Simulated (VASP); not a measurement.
Write the native input for VASP 6.6.1 that does the following.

| Property | Result |
| --- | --- |
| Task | relaxation of shape and atoms at fixed volume |
| Functional | PBE |
| Potentials or basis | VASP PAW PBE potentials, release 64 (Zn, Cd, Te) |
| Cutoff | 600 eV |
| k mesh | 6 × 6 × 4 |
| Occupations | gaussian, width 0.02 eV |
| Spin | no spin polarisation |
| Dipole correction | no |
| Further INCAR settings | ALGO = Normal; EDIFF = 1e-06; IBRION = 2; EDIFFG = -0.01; NSW = 50; ISIF = 4 |

The structure of Zn2CdTe3 lies in POSCAR:

```
Zn2CdTe3
1.0
    4.3255954377      0.0000000000      0.0000000000
   -2.1627977189      3.7460755356      0.0000000000
    0.0000000000      0.0000000000     10.6775394945
Zn Cd Te
2 1 3
Direct
    0.3333333333      0.6666666667      0.6606167741
    0.6666666667      0.3333333333      0.3414502089
    0.0000000000      0.0000000000      0.9950303082
    0.0000000000      0.0000000000      0.7369199481
    0.3333333333      0.6666666667      0.4171772861
    0.6666666667      0.3333333333      0.0988054747
```

One way to write it, as run:

INCAR

```
PREC     = Accurate       # precision mode
ENCUT    = 600            # plane-wave cutoff, eV
EDIFF    = 1E-6           # SCF threshold, eV
ISMEAR   = 0              # smearing method
SIGMA    = 0.02           # smearing width, eV
LREAL    = F              # projectors in reciprocal space
LASPH    = T              # aspherical terms in the spheres
NELM     = 100            # most SCF steps
ALGO     = Normal         # electronic algorithm
ISIF     = 4              # what is computed and relaxed
LWAVE    = F              # write WAVECAR
LCHARG   = F              # write CHGCAR
GGA      = PE             # functional
IBRION   = 2              # ionic algorithm
NSW      = 50             # ionic steps
EDIFFG   = -0.01          # ionic threshold
```

KPOINTS

```
Automatic mesh
0
Gamma
  6 6 4
```

Potentials or basis: VASP PAW PBE potentials, release 64 (Zn, Cd, Te).

Run with:

```console
$ cat potpaw_PBE.64/Zn/POTCAR potpaw_PBE.64/Cd/POTCAR potpaw_PBE.64/Te/POTCAR > POTCAR
$ mpirun -np 1 vasp_std > vasp.out
```

It gave:

| Property | Result |
| --- | --- |
| Energy gained by relaxing | 0.1 meV/atom |
| Ionic steps | 6 |
| Pressure after relaxing | 4.8 GPa |
| Largest force after relaxing | 0.004 eV/Å |
| Band gap on the k mesh | 1.03 eV |

Caveat: spin-orbit coupling is left out, which moves the levels of the heavy elements.

Wall time 8.4 min on 1 thread of Intel Xeon 8259CL, with other jobs on the host, peak memory 0.43 GiB.
